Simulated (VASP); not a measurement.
The system is Sn.

```xyz
1
Lattice="-1.7604 1.8104 2.3842 1.7604 -1.8104 2.3842 1.7604 1.8104 -2.3842" Properties=species:S:1:pos:R:3 pbc="T T T"
Sn    0.0000    0.0000    0.0000
```

This cell differs from its parent crystal: volume scaled by 1.06.

Base run:

```yaml
Program: VASP 6.6.1
Functional: PBE
Potentials_or_basis: VASP PAW PBE potentials, release 64 (Sn_d)
Cutoff: 520 eV
k_mesh: 11 × 11 × 11
Occupations: fermi-dirac, width 0.05 eV
Spin: no spin polarisation
```

Its results: band gap on the k mesh zero (band 7 reaches 13.45 eV, above the bottom of band 8 at 5.24 eV); pressure -3.3 GPa.

The run is repeated on the same cell with these changes: functional from PBE to r2SCAN; further incar settings from ALGO = Normal; EDIFF = 1e-06; NBANDS = 13 to ALGO = Normal; EDIFF = 1e-07; NBANDS = 13. What comes out?

Band gap on the k mesh zero (band 7 reaches 13.79 eV, above the bottom of band 8 at 5.10 eV); pressure -4.3 GPa.

Caveats: spin-orbit coupling is left out, which moves the levels of the heavy elements; the PAW data sets were made with another functional, which shifts forces and pressure a little (some runs).
